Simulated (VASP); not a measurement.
BaTiO3 (Barioperovskite): single point with PBEsol

BaTiO3 (Barioperovskite):

```
CELL_PARAMETERS angstrom
3.98550 0.00000 0.00000
0.00000 2.83690 2.84515
0.00000 -2.83690 2.84515
ATOMIC_POSITIONS crystal
Ba 0.00000 0.00000 0.00000
Ti 0.50000 0.51240 0.51240
O 0.50000 0.99184 0.50524
O 0.50000 0.50524 0.99184
O 0.00000 0.48740 0.48740
```

| Property | Result |
| --- | --- |
| Program | VASP 6.6.1 |
| Task | single point |
| Functional | PBEsol |
| Potentials or basis | VASP PAW PBE potentials, release 64 (Ba_sv, Ti_sv, O) |
| Cutoff | 520 eV |
| k mesh | 7 × 7 × 7 |
| Occupations | fermi-dirac, width 0.05 eV |
| Spin | no spin polarisation |
| Dipole correction | no |
| Further INCAR settings | ALGO = Normal; EDIFF = 1e-06; NBANDS = 28 |

```
Pressure               : -2.1 GPa
Largest force          : 0.277 eV/Å
Band gap on the k mesh : 1.88 eV, indirect (least direct gap 2.01 eV)
```

Forces on the atoms (eV/Å):
```
Ba   0.000  0.000  0.154
Ti   0.000  0.000  0.178
O    0.000 -0.009 -0.276
O    0.000  0.009 -0.276
O    0.000  0.000  0.221
```

Stress tensor (GPa, compression positive):
```
-2.02  0.00  0.00
 0.00 -1.87  0.00
 0.00  0.00 -2.50
```

Levels at points of the mesh, in eV from the valence-band top:
```tsv
k point	band 16	band 17	band 18	band 19	band 20	band 21	band 22	band 23	band 24	band 25
(0.00, 0.00, 0.00)	-1.09	-1.04	-0.29	-0.18	-0.13	1.88	1.94	2.10	4.12	4.16
```

Run time: 94 s on 1 thread of AMD EPYC 9R14 (Zen 4), on a shared host, peak memory 0.22 GiB.

Caveat: the PAW data sets were made with another functional, which shifts forces and pressure a little; spin-orbit coupling is left out, which moves the levels of the heavy elements. A k mesh can miss the band edges.
